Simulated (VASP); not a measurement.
## ScAl: single point with r2SCAN

Crystal: ScAl.

```
Sc Al
1.0
     3.33506    0.00000    0.00000
     0.00000    3.33506    0.00000
     0.00000    0.00000    3.33506
Sc Al
1 1
Direct
  0.50000 0.50000 0.50000
  0.00000 0.00000 0.00000
```

```yaml
Program: VASP 6.6.1
Task: single point
Functional: r2SCAN
Potentials_or_basis: VASP PAW PBE potentials, release 64 (Sc_sv, Al)
Cutoff: 520 eV
k_mesh: 12 × 12 × 12
Occupations: fermi-dirac, width 0.1 eV
Spin: no spin polarisation
Dipole_correction: no
Further_INCAR_settings: ALGO = Normal; EDIFF = 1e-06; NBANDS = 14
```

The pressure is 3.0 GPa and the band gap on the k mesh is zero (band 7 reaches 6.79 eV, above the bottom of band 8 at 5.51 eV).

Levels at points of the mesh, in eV from the Fermi level:
| k point | band 3 | band 4 | band 5 | band 6 | band 7 | band 8 | band 9 | band 10 | band 11 | band 12 |
| --- | --- | --- | --- | --- | --- | --- | --- | --- | --- | --- |
| (0.00, 0.00, 0.00) | -29.11 | -29.11 | -9.16 | -0.76 | -0.76 | 3.06 | 3.06 | 3.06 | 4.02 | 4.02 |
| (0.50, 0.00, 0.00) | -29.09 | -29.09 | -6.13 | -5.00 | 0.33 | 0.92 | 0.92 | 3.31 | 4.21 | 6.19 |
| (0.50, 0.50, 0.00) | -29.29 | -29.07 | -5.03 | -2.16 | -2.16 | -0.88 | 1.74 | 1.74 | 4.07 | 5.54 |
| (0.50, 0.50, 0.50) | -29.26 | -29.26 | -2.83 | -2.83 | -2.83 | -0.15 | 3.01 | 3.01 | 3.01 | 4.15 |

Wall time 89 s on 1 thread of Intel(R) Xeon(R) Platinum 8488C (Sapphire Rapids), on a shared host, peak memory 0.19 GiB.

Caveat: the PAW data sets were made with another functional, which shifts forces and pressure a little.
